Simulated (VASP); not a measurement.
Set up this calculation in VASP 6.6.1, as the native input.

| Property | Result |
| --- | --- |
| Task | single point |
| Functional | LDA |
| Potentials or basis | VASP PAW LDA potentials, release 64 (Cd, S) |
| Cutoff | 520 eV |
| k mesh | 11 × 11 × 11 |
| Occupations | fermi-dirac, width 0.08 eV |
| Spin | no spin polarisation |
| Dipole correction | no |
| Further INCAR settings | ALGO = Normal; EDIFF = 1e-07; NBANDS = 16 |

The structure of CdS (zincblende type) lies in POSCAR:

```
CdS
1.0
    0.0000000000      2.5798705257      2.5798705257
    2.5798705257      0.0000000000      2.5798705257
    2.5798705257      2.5798705257      0.0000000000
Cd S
1 1
Direct
    0.0000000000      0.0000000000      0.0000000000
    0.2500000000      0.2500000000      0.2500000000
```

One way to write it, as run:

INCAR

```
ALGO = Normal
EDIFF = 1E-7
ENCUT = 520
GGA = CA
ISIF = 2
ISMEAR = -1
LASPH = True
LCHARG = False
LREAL = False
LWAVE = False
NBANDS = 16
NELM = 80
PREC = Accurate
SIGMA = 0.08
```

KPOINTS

```
k-points
0
Gamma
  11 11 11
```

Potentials or basis: VASP PAW LDA potentials, release 64 (Cd, S).

Run with:

```bash
$ cat potpaw_LDA.64/Cd/POTCAR potpaw_LDA.64/S/POTCAR > POTCAR
$ mpirun -np 1 vasp_std > vasp.out
```

Results of the run:

The pressure is 49.5 GPa and the band gap on the k mesh is 1.55 eV.

Caveat: the cell stands under pressure.

Wall time 48 s on 1 thread of AMD EPYC 7R13, with other jobs on the host, peak memory 0.13 GiB.
